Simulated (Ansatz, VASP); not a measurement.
**Sc in VASP and in Ansatz**

```
Sc
1.0
    -1.84064    1.84064    2.33190
     1.84064   -1.84064    2.33190
     1.84064    1.84064   -2.33190
Sc
1
Direct
  0.00000 0.00000 0.00000
```

Alike in both runs: task single point; functional r2SCAN; k mesh 12 × 12 × 12; occupations gaussian, width 0.05 eV; no spin polarisation.

|  | VASP | Ansatz |
| --- | --- | --- |
| version | VASP 6.6.1 | Ansatz 0.2.0 |
| potentials or method | VASP PAW PBE potentials, release 64 (Sc_sv), cutoff 520 eV | scalar-relativistic, plane waves, PAW |
| valence electrons in the cell | 11 | 11 |

```csv
,VASP,Ansatz,Ansatz less VASP
gap on the k mesh at the Fermi level (eV),none,none,-
pressure (GPa),-8.6,-8.6,-0.08
"traceless stress, the component that is largest in VASP (GPa)",0.80,0.80,+0.001
```

VASP's potentials were made for PBE, not for r2SCAN. A gap of «none» marks a metal or a gap that the smearing closes. With one functional, cell and mesh, what is left measures potentials, basis and numerics.
